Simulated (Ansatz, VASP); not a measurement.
**MoS2: VASP beside Ansatz**

INCAR

```
PREC = Accurate
ENCUT = 520
EDIFF = 1E-6
ISMEAR = 0
SIGMA = 0.05
LREAL = F
LASPH = T
NELM = 100
ALGO = Normal
ISIF = 2
LWAVE = F
LCHARG = T
GGA = PS
LELF = T
LVHAR = T
NBANDS = 35
```

The input KPOINTS:

```
regular mesh
0
Gamma
  12 12 2
```

Contents of POSCAR:

```
MoS2
1.0
    3.3299181397      0.0000000000      0.0000000000
   -1.6649590698      2.5573264901      0.0000000000
    0.0000000000      0.0000000000     12.5788196111
Mo S
2 4
Direct
    0.3333333333      0.6666666667      0.2500000000
    0.6666666667      0.3333333333      0.7500000000
    0.3333333333      0.6666666667      0.6260538431
    0.6666666667      0.3333333333      0.1260538431
    0.3333333333      0.6666666667      0.8739461569
    0.6666666667      0.3333333333      0.3739461569
```

Input for Ansatz:

```yaml
crystal:
  lattice:
    - [3.3299181397, 0.0, 0.0]
    - [-1.6649590698, 2.5573264901, 0.0]
    - [0.0, 0.0, 12.5788196111]
  atoms:
    - { symbol: Mo, position: [0.3333333333, 0.6666666667, 0.25] }
    - { symbol: Mo, position: [0.6666666667, 0.3333333333, 0.75] }
    - { symbol: S, position: [0.3333333333, 0.6666666667, 0.6260538431] }
    - { symbol: S, position: [0.6666666667, 0.3333333333, 0.1260538431] }
    - { symbol: S, position: [0.3333333333, 0.6666666667, 0.8739461569] }
    - { symbol: S, position: [0.6666666667, 0.3333333333, 0.3739461569] }
basis:
  ecutwfc: 420
kpoints:
  mp_grid: { grid: [12, 12, 2] }
hamiltonian:
  xc: pbesol
scf:
  occupations: { method: gaussian, width: 0.05 }
output:
  forces: true
  stress: true
  eigenvalues: true
```

Change from the starting cell: strain +0.0600 x Voigt [1, -1, 0, 0, 0, 0], atoms carried along.

Alike in both runs: task single point; functional PBEsol; k mesh 12 × 12 × 2; occupations gaussian, width 0.05 eV; no spin polarisation.

|  | VASP | Ansatz |
| --- | --- | --- |
| version | VASP 6.6.1 | Ansatz 0.2.0 |
| potentials or method | VASP PAW PBE potentials, release 64 (Mo_sv, S), cutoff 520 eV | scalar-relativistic, plane waves, PAW |
| valence electrons in the cell | 52 | 52 |

VASP gave:

```
gap on the k mesh at the Fermi level (eV)                     : 1.05
least direct gap on the mesh (eV)                             : 1.71
pressure (GPa)                                                : 1.6
traceless stress, the component that is largest in VASP (GPa) : 10.88
rms of the force components (eV/Å)                            : 0.432
```

**Question.** What did Ansatz give for the same quantities?

**Answer.** gap on the k mesh at the Fermi level (eV): 1.04; least direct gap on the mesh (eV): 1.71; pressure (GPa): 1.7; traceless stress, the component that is largest in VASP (GPa): 10.85; rms of the force components (eV/Å): 0.434.

VASP's potentials were made for PBE, not for PBEsol. Atom by atom the forces differ by 0.001 eV/Å (rms over components).
